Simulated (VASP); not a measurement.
Input of a VASP 6.6.1 run:

INCAR

```
SYSTEM = TaSi
PREC = Accurate
ENCUT = 600
EDIFF = 1E-7
ISMEAR = -1
SIGMA = 0.1
LREAL = .False.
LASPH = .True.
NELM = 80
ALGO = Normal
ISIF = 3
LWAVE = .False.
LCHARG = .False.
GGA = PE
IBRION = 2
NSW = 60
EDIFFG = -0.005
PSTRESS = 4300.0
```

The input KPOINTS:

```
regular mesh
0
Gamma
  12 12 7
  0 0 0
```

Contents of POSCAR:

```
TaSi
1.0
    2.9293591622      0.0000000000      0.0000000000
   -1.4646795811      2.5368994512      0.0000000000
    0.0000000000      0.0000000000      4.5405067014
Si Ta
2 2
Direct
    0.0000000000      0.0000000000      0.0000000000
    0.0000000000      0.0000000000      0.5000000000
    0.3333333333      0.6666666667      0.2500000000
    0.6666666667      0.3333333333      0.7500000000
```

Potentials or basis: VASP PAW PBE potentials, release 64 (Si, Ta_pv).

The run is started by

```console
$ cat potpaw_PBE.64/Si/POTCAR potpaw_PBE.64/Ta_pv/POTCAR > POTCAR
$ mpirun -np 1 vasp_std > vasp.out
```

(1) Estimate the relaxed cell.

(2) Predict the space group after relaxing (to 0.1 Å).

(3) What does it give for the relaxed volume?

(4) Estimate the band gap on the k mesh.

Results:

(1) a = 3.102 Å, b = 3.102 Å, c = 4.128 Å, α = 90.00°, β = 90.00°, γ = 120.00°.

(2) P6_3/mmc (No. 194).

(3) 8.60 Å³/atom.

(4) zero (bands 15 and 16 overlap by 4.84 eV).

Caveat: the cell is relaxed towards a set pressure, so the run minimises the enthalpy, not the energy; spin-orbit coupling is left out, which moves the levels of the heavy elements.
